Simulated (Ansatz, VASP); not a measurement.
## One calculation of Ge3N, two programs

```
Ge N
1.0
     3.10245    1.79120    2.53156
    -3.10245    1.79120    2.53156
     0.00000   -3.58240    2.53156
Ge N
3 1
Cartesian
  1.5452 -2.6764 3.7973
  -3.0905 0.0000 3.7973
  1.5452 2.6764 3.7973
  0.0000 0.0000 0.0000
```

Change from the starting cell: species swapped into the ScF3 type (R32, No. 155).

Alike in both runs: task single point; functional PBE; k mesh 6 × 6 × 6; occupations gaussian, width 0.1 eV; no spin polarisation.

```csv
,VASP,Ansatz
version,VASP 6.6.1,Ansatz 0.2.0
potentials or method,"VASP PAW PBE potentials, release 64 (Ge_d, N), cutoff 520 eV","scalar-relativistic, plane waves, PAW"
valence electrons in the cell,47,47
```

Ansatz gave:

```
gap on the k mesh at the Fermi level (eV) : none
pressure (GPa)                            : 0.1
rms of the force components (eV/Å)        : 0.013
```

**Question.** What did VASP give for the same quantities?

**Answer.** gap on the k mesh at the Fermi level (eV): none; pressure (GPa): 0.2; rms of the force components (eV/Å): 0.012.

Atom by atom the forces differ by 0.001 eV/Å (rms over components). A gap of «none» marks a metal or a gap that the smearing closes.
